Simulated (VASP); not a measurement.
Here is a VASP 6.6.1 calculation.

File INCAR:

```
SYSTEM = Sc2GaP3
PREC     = Accurate       ! precision mode
ENCUT    = 520            ! plane-wave cutoff, eV
EDIFF    = 1E-6           ! SCF threshold, eV
ISMEAR   = 0              ! smearing method
SIGMA    = 0.1            ! smearing width, eV
LREAL    = .FALSE.        ! projectors in reciprocal space
LASPH    = .TRUE.         ! aspherical terms in the spheres
NELM     = 100            ! most SCF steps
ALGO     = Normal         ! electronic algorithm
ISIF     = 2              ! what is computed and relaxed
LWAVE    = .FALSE.        ! write WAVECAR
LCHARG   = .FALSE.        ! write CHGCAR
GGA      = PE             ! functional
NBANDS   = 34             ! bands
```

File KPOINTS:

```
regular mesh
0
G
  4 4 4
  0 0 0
```

POSCAR

```
Sc2GaP3
1.0
    4.5350586495      0.0000000000      0.0000000000
    0.0000000000      4.5350586495      0.0000000000
    0.0000000000      0.0000000000      6.2046895356
Sc Ga P
2 1 3
Direct
    0.5000000000      0.5000000000      0.2617507536
    0.5000000000      0.5000000000      0.7382492464
    0.0000000000      0.0000000000      0.0000000000
    0.5000000000      0.0000000000      0.5000000000
    0.0000000000      0.5000000000      0.5000000000
    0.0000000000      0.0000000000      0.5000000000
```

Potentials or basis: VASP PAW PBE potentials, release 64 (Sc_sv, Ga_d, P).

Command:

```sh
$ cat potpaw_PBE.64/Sc_sv/POTCAR potpaw_PBE.64/Ga_d/POTCAR potpaw_PBE.64/P/POTCAR > POTCAR
$ mpirun -np 1 vasp_std > vasp.out
```

**Question.** Predict the largest force.

**Answer.** 0.021 eV/Å.

**Question.** Estimate the pressure.

**Answer.** -0.1 GPa.

**Question.** Estimate the band gap on the k mesh.

**Answer.** Zero (band 25 reaches 5.62 eV, above the bottom of band 26 at 4.90 eV).

Forces in eV/Å, atoms in the order of the input:
```
Sc   0.000  0.000 -0.021
Sc   0.000  0.000  0.021
Ga   0.000  0.000  0.000
P    0.000  0.000  0.000
P    0.000  0.000  0.000
P    0.000  0.000  0.000
```
